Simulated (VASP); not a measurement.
# In5TeMo2 (P6/mmm) in VASP: a series of runs, part 2 of 2

VASP 6.6.1. Earlier steps stand in the parts before.

## Step 3: Relaxation of cell and atoms, PBE

This run uses another cell than the first one, of 24.96 Å³/atom.

The input, INCAR:

```
SYSTEM = In5TeMo2
PREC     = Accurate       ! precision mode
ENCUT    = 500            ! plane-wave cutoff, eV
EDIFF    = 1E-7           ! SCF threshold, eV
ISMEAR   = 0              ! smearing method
SIGMA    = 0.2            ! smearing width, eV
LREAL    = .False.        ! projectors in reciprocal space
LASPH    = .True.         ! aspherical terms in the spheres
NELM     = 120            ! most SCF steps
ALGO     = Normal         ! electronic algorithm
ISIF     = 3              ! what is computed and relaxed
LWAVE    = .False.        ! write WAVECAR
LCHARG   = .False.        ! write CHGCAR
GGA      = PE             ! functional
IBRION   = 2              ! ionic algorithm
NSW      = 36             ! ionic steps
EDIFFG   = -0.08          ! ionic threshold
GGA_COMPAT= .False.      
NELMIN   = 4
```

The input, KPOINTS:

```
regular mesh
0
Gamma
  3 3 4
  0 0 0
```

The input, POSCAR:

```
In5TeMo2
1.0
    7.0201068700      0.0000000000      0.0000000000
   -3.5100534300      6.0795908800      0.0000000000
    0.0000000000      0.0000000000      4.6782584000
In Te Mo
5 1 2
Direct
    0.5000000000      0.0000000000      0.5000000000
    0.0000000000      0.5000000000      0.5000000000
    0.5000000000      0.5000000000      0.5000000000
    0.3333333300      0.6666666700      0.0000000000
    0.6666666700      0.3333333300      0.0000000000
    0.0000000000      0.0000000000      0.5000000000
    0.3333333300      0.6666666700      0.5000000000
    0.6666666700      0.3333333300      0.5000000000
```

Potentials or basis: VASP PAW PBE potentials, release 64 (In_d, Te, Mo_sv).

Started as:

```
$ cat potpaw_PBE.64/In_d/POTCAR potpaw_PBE.64/Te/POTCAR potpaw_PBE.64/Mo_sv/POTCAR > POTCAR
$ mpirun -np 1 vasp_std > vasp.out
```

Wall time 44 min (1 thread of Intel Xeon 8259CL, shared host); peak memory 0.38 GiB.

It converged, with:

- Free energy: -28.1716 eV
- Relaxed volume: 47.87 Å³/atom
- Relaxed cell: a = 9.069 Å, b = 9.069 Å, c = 5.376 Å, α = 90.00°, β = 90.00°, γ = 120.00°
- Space group after relaxing (to 0.1 Å): P6/mmm (No. 191)
- Energy gained by relaxing: 3055.7 meV/atom
- Ionic steps: 9
- Pressure after relaxing: 0.0 GPa
- Band gap on the k mesh: zero (an odd number of electrons rules out a gap without spin polarisation)

Step by step:
| step | energy change (eV) | largest force (eV/Å) | pressure (GPa) | volume (Å³) |
| --- | --- | --- | --- | --- |
| 1 | 0.0000 | 0.0000 | 72.67 | 199.67 |
| 2 | -12.8319 | 0.0000 | -10.95 | 723.70 |
| 3 | -24.2740 | 0.0000 | -1.43 | 411.12 |
| 4 | -24.3613 | 0.0000 | -0.95 | 400.76 |
| 5 | -24.4299 | 0.0000 | 0.28 | 379.39 |
| 6 | -24.4298 | 0.0000 | 0.00 | 383.75 |
| 7 | -24.4424 | 0.0000 | -0.21 | 386.08 |
| 8 | -24.4425 | 0.0000 | -0.23 | 386.31 |
| 9 | -24.4456 | 0.0000 | -0.02 | 382.94 |

Final structure:
```
In Te Mo
1.0
     9.06926    0.00000    0.00000
    -4.53463    7.85421    0.00000
     0.00000    0.00000    5.37601
In Te Mo
5 1 2
Cartesian
  0.0000 7.8542 2.6880
  -2.2673 3.9271 2.6880
  2.2673 3.9271 2.6880
  0.0000 5.2361 0.0000
  4.5346 2.6181 0.0000
  -4.5346 7.8542 2.6880
  0.0000 5.2361 2.6880
  4.5346 2.6181 2.6880
```

Levels at points of the mesh, in eV from the Fermi level:
```tsv
k point	band 49	band 50	band 51	band 52	band 53	band 54
(0.00, 0.00, 0.00)	0.46	0.46	0.62	0.62	0.78	0.78
(0.00, 0.00, 0.50)	-0.35	-0.29	-0.29	0.99	0.99	1.63
```

Caveat: the volume moved by over 15 % at a fixed basis, so the end points are rough; spin-orbit coupling is left out, which moves the levels of the heavy elements.

## Step 4: Relaxation of cell and atoms, PBE

This run uses another cell than the first one, of 24.42 Å³/atom.

The input, INCAR:

```
PREC     = Accurate       # precision mode
ENCUT    = 500            # plane-wave cutoff, eV
EDIFF    = 1E-7           # SCF threshold, eV
ISMEAR   = 0              # smearing method
SIGMA    = 0.2            # smearing width, eV
LREAL    = F              # projectors in reciprocal space
LASPH    = T              # aspherical terms in the spheres
NELM     = 120            # most SCF steps
ALGO     = Normal         # electronic algorithm
ISIF     = 3              # what is computed and relaxed
LWAVE    = F              # write WAVECAR
LCHARG   = F              # write CHGCAR
GGA      = PE             # functional
IBRION   = 2              # ionic algorithm
NSW      = 36             # ionic steps
EDIFFG   = -0.08          # ionic threshold
GGA_COMPAT= F            
NELMIN   = 4
```

The input, KPOINTS:

```
regular mesh
0
Gamma
  3 3 3
```

The input, POSCAR:

```
In5TeMo2
1.0
    6.4850941900      0.0000000000      0.0000000000
   -3.2425471000      5.6162563200      0.0000000000
    0.0000000000      0.0000000000      5.3646408900
In Te Mo
5 1 2
Direct
    0.3333333300      0.6666666700      0.5000000000
    0.6666666700      0.3333333300      0.5000000000
    0.5000000000      0.0000000000      0.5000000000
    0.0000000000      0.5000000000      0.5000000000
    0.5000000000      0.5000000000      0.5000000000
    0.0000000000      0.0000000000      0.0000000000
    0.3333333300      0.6666666700      0.0000000000
    0.6666666700      0.3333333300      0.0000000000
```

Started as:

```
$ cat potpaw_PBE.64/In_d/POTCAR potpaw_PBE.64/Te/POTCAR potpaw_PBE.64/Mo_sv/POTCAR > POTCAR
$ mpirun -np 1 vasp_std > vasp.out
```

Wall time 34 min (1 thread of Intel Xeon 8259CL, shared host); peak memory 0.34 GiB.

The run converged. Its results:

- Free energy: -21.3312 eV
- Relaxed volume: 47.93 Å³/atom
- Relaxed cell: a = 9.193 Å, b = 9.193 Å, c = 5.239 Å, α = 90.00°, β = 90.00°, γ = 120.00°
- Space group after relaxing (to 0.1 Å): P6/mmm (No. 191)
- Pressure after relaxing: 0.0 GPa
- Band gap on the k mesh: zero (an odd number of electrons rules out a gap without spin polarisation)

Final structure:
```
In Te Mo
1.0
     9.19341    0.00000    0.00000
    -4.59671    7.96173    0.00000
     0.00000    0.00000    5.23903
In Te Mo
5 1 2
Direct
  0.33333 0.66667 0.50000
  0.66667 0.33333 0.50000
  0.50000 0.00000 0.50000
  0.00000 0.50000 0.50000
  0.50000 0.50000 0.50000
  0.00000 0.00000 0.00000
  0.33333 0.66667 0.00000
  0.66667 0.33333 0.00000
```

Levels at points of the mesh, in eV from the Fermi level:
| k point | band 47 | band 48 | band 49 | band 50 | band 51 | band 52 |
| --- | --- | --- | --- | --- | --- | --- |
| (0.00, 0.00, 0.00) | -0.20 | -0.20 | -0.02 | -0.02 | 0.09 | 0.09 |

Caveat: the k points lie up to 0.40 Å⁻¹ apart in the final cell, too coarse for converged energies and pressures of a metal; the volume moved by over 15 % at a fixed basis, so the end points are rough; spin-orbit coupling is left out, which moves the levels of the heavy elements.

## Step 5: Relaxation of cell and atoms, PBE

This run uses another cell than the first one, of 25.64 Å³/atom.

The input, INCAR:

```
PREC     = Accurate       # precision mode
ENCUT    = 500            # plane-wave cutoff, eV
EDIFF    = 1E-7           # SCF threshold, eV
ISMEAR   = 0              # smearing method
SIGMA    = 0.2            # smearing width, eV
LREAL    = False          # projectors in reciprocal space
LASPH    = True           # aspherical terms in the spheres
NELM     = 120            # most SCF steps
ALGO     = Normal         # electronic algorithm
ISIF     = 3              # what is computed and relaxed
LWAVE    = False          # write WAVECAR
LCHARG   = False          # write CHGCAR
GGA      = PE             # functional
IBRION   = 2              # ionic algorithm
NSW      = 36             # ionic steps
EDIFFG   = -0.08          # ionic threshold
GGA_COMPAT= False        
NELMIN   = 4
```

The input, KPOINTS:

```
regular mesh
0
Gamma
  3 3 4
```

The input, POSCAR:

```
In5TeMo2
1.0
    7.1406936700      0.0000000000      0.0000000000
   -3.5703468300      6.1840221200      0.0000000000
    0.0000000000      0.0000000000      4.6457002700
In Te Mo
5 1 2
Direct
    0.3333333300      0.6666666700      0.5000000000
    0.6666666700      0.3333333300      0.5000000000
    0.5000000000      0.0000000000      0.0000000000
    0.0000000000      0.5000000000      0.0000000000
    0.5000000000      0.5000000000      0.0000000000
    0.0000000000      0.0000000000      0.0000000000
    0.3333333300      0.6666666700      0.0000000000
    0.6666666700      0.3333333300      0.0000000000
```

Started as:

```
$ cat potpaw_PBE.64/In_d/POTCAR potpaw_PBE.64/Te/POTCAR potpaw_PBE.64/Mo_sv/POTCAR > POTCAR
$ mpirun -np 1 vasp_std > vasp.out
```

Wall time 31 min (1 thread of Intel Xeon 8259CL, shared host); peak memory 0.38 GiB.

It converged, with:

| Quantity | Value |
| --- | --- |
| Free energy | -28.1914 eV |
| Relaxed volume | 47.87 Å³/atom |
| Relaxed cell | a = 9.076 Å, b = 9.076 Å, c = 5.369 Å, α = 90.00°, β = 90.00°, γ = 120.00° |
| Space group after relaxing (to 0.1 Å) | P6/mmm (No. 191) |
| Energy gained by relaxing | 2658.7 meV/atom |
| Ionic steps | 7 |
| Pressure after relaxing | 0.0 GPa |
| Band gap on the k mesh | zero (an odd number of electrons rules out a gap without spin polarisation) |

Stress tensor (GPa, compression positive):
```
-0.10  0.00  0.00
 0.00 -0.10  0.00
 0.00  0.00  0.07
```

The path:
```
step  energy change (eV)  largest force (eV/Å)  pressure (GPa)  volume (Å³)
   1              0.0000                0.0000           64.88       205.15
   2            -13.3958                0.0000           -7.27       685.72
   3            -21.2143                0.0000           -0.85       397.46
   4            -21.2435                0.0000           -0.52       391.40
   5            -21.2622                0.0000            0.13       380.93
   6            -21.2598                0.0000           -0.15       385.19
   7            -21.2695                0.0000           -0.04       382.99
```

Final structure:
```cif
data_structure
_symmetry_space_group_name_H-M 'P 1'
_symmetry_Int_Tables_number 1
_cell_length_a 9.0760
_cell_length_b 9.0760
_cell_length_c 5.3686
_cell_angle_alpha 90.000
_cell_angle_beta 90.000
_cell_angle_gamma 120.000
_cell_volume 382.99
loop_
_atom_site_label
_atom_site_type_symbol
_atom_site_fract_x
_atom_site_fract_y
_atom_site_fract_z
_atom_site_occupancy
In1 In 0.33333 0.66667 0.50000 1
In2 In 0.66667 0.33333 0.50000 1
In3 In 0.50000 0.00000 0.00000 1
In4 In 0.00000 0.50000 0.00000 1
In5 In 0.50000 0.50000 0.00000 1
Te1 Te 0.00000 0.00000 0.00000 1
Mo1 Mo 0.33333 0.66667 0.00000 1
Mo2 Mo 0.66667 0.33333 0.00000 1
```

Levels at points of the mesh, in eV from the Fermi level:
```tsv
k point	band 49	band 50	band 51	band 52	band 53	band 54
(0.00, 0.00, 0.00)	0.46	0.46	0.62	0.62	0.77	0.77
(0.00, 0.00, 0.50)	-0.35	-0.29	-0.29	0.99	0.99	1.62
```

Caveat: the volume moved by over 15 % at a fixed basis, so the end points are rough; spin-orbit coupling is left out, which moves the levels of the heavy elements.

## Step 6: The runs side by side

```tsv
cell	k mesh	gap on the mesh (eV)	pressure (GPa)	relaxed volume (Å³/atom)
relaxed from a = 6.426, b = 6.426, c = 5.316 Å, angles 90.0, 90.0, 120.0°, 8 atoms, atomic positions A	3 × 3 × 3	none	-0.2	48.59
relaxed from a = 7.020, b = 7.020, c = 4.678 Å, angles 90.0, 90.0, 120.0°, 8 atoms, atomic positions B	3 × 3 × 4	none	0.0	47.87
relaxed from a = 6.485, b = 6.485, c = 5.365 Å, angles 90.0, 90.0, 120.0°, 8 atoms, atomic positions C	3 × 3 × 3	none	0.0	47.93
relaxed from a = 7.141, b = 7.141, c = 4.646 Å, angles 90.0, 90.0, 120.0°, 8 atoms, atomic positions B	3 × 3 × 4	none	0.0	47.87
```

Alike in all rows: task relaxation of cell and atoms; level PBE; potentials or basis VASP PAW PBE potentials, release 64 (In_d, Te, Mo_sv); no spin polarisation; cutoff (eV) 500; smearing gaussian 0.2 eV.

Caveats: some runs use coarse meshes; the volume moved by over 15 % at a fixed basis, so the end points are rough; spin-orbit coupling is left out, which moves the levels of the heavy elements.

Total energies depend on the potentials used, so only differences within one code and one set of settings carry meaning.
